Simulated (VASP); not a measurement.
Runs of VASP 6.6.1 on P. The structure is that of space group Cmce (No. 64), or close to it. The cells are those of the table. 

```csv
level,cell,k mesh,cutoff (eV),smearing,grid for exact exchange (PRECFOCK),share of exact exchange,screening parameter,gap on the mesh (eV),pressure (GPa),largest force (eV/Å)
BLYP,"a = 5.592, b = 5.592, c = 4.451 Å, angles 90.0, 90.0, 146.4°, 4 atoms",8 × 8 × 6,500,fermi-dirac 0.05 eV,-,-,-,0.11,(a),0.98
SVWN5,"a = 5.631, b = 5.631, c = 4.482 Å, angles 90.0, 90.0, 146.4°, 4 atoms",8 × 8 × 6,500,fermi-dirac 0.05 eV,-,-,-,0.07,1.4,0.57
"pbe exchange, lda correlation","a = 5.708, b = 5.708, c = 4.544 Å, angles 90.0, 90.0, 146.4°, 4 atoms",8 × 8 × 6,500,fermi-dirac 0.15 eV,-,-,-,0.32,(b),0.37
PBE-based screened hybrid with 10 % exact exchange,"a = 5.708, b = 5.708, c = 4.544 Å, angles 90.0, 90.0, 146.4°, 4 atoms",5 × 5 × 4,520,fermi-dirac 0.05 eV,Normal,0.1,0.20787 1/Å,0.67,0.8,0.18
```

Alike in all rows: task single point; potentials or basis VASP PAW PBE potentials, release 64 (P); no spin polarisation.

Problem. Fill in the values left out.

Solution. (a) 12.1; (b) 7.5.

Caveats: the PAW data sets were made with another functional, which shifts forces and pressure a little; the cell stands under pressure (at least some runs); an odd mesh through Γ misses points on the zone boundary, where band edges can lie (at least some runs).
